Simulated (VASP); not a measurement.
Ni, 1 atom in the cell. The structure is cubic, space group Pm-3m (No. 221). Conventional cell: a = 2.260 Å, b = 2.260 Å, c = 2.260 Å, α = 90.00°, β = 90.00°, γ = 90.00°. Within 3.0 Å of Ni (site symmetry m-3m) lie 6 Ni at 2.26 Å. This isn't the form of Ni at room conditions, which is fcc.

| Property | Result |
| --- | --- |
| Program | VASP 6.6.1 |
| Task | single point |
| Functional | LDA |
| Potentials or basis | VASP PAW LDA potentials, release 64 (Ni) |
| Cutoff | 520 eV |
| k mesh | 23 × 23 × 23 |
| Occupations | fermi-dirac, width 0.05 eV |
| Spin | collinear spin, ferromagnetic start |
| Starting moments | [0.463] μB |
| Dipole correction | no |
| Further INCAR settings | ALGO = Normal; EDIFF = 1e-06; NBANDS = 15 |

Potentials or basis: VASP PAW LDA potentials, release 64 (Ni).

Launch:

```sh
$ cat potpaw_LDA.64/Ni/POTCAR > POTCAR
$ mpirun -np 1 vasp_std > vasp.out
```

Hardware: 1 thread of Intel(R) Xeon(R) 6975P-C (Granite Rapids) (shared host).

Q: Estimate the wall time of this run.

A: It took 43 s on 1 thread of Intel(R) Xeon(R) 6975P-C (Granite Rapids), with other jobs on the host, peak memory 0.19 GiB. Counts: scf iterations 13, k points 364.
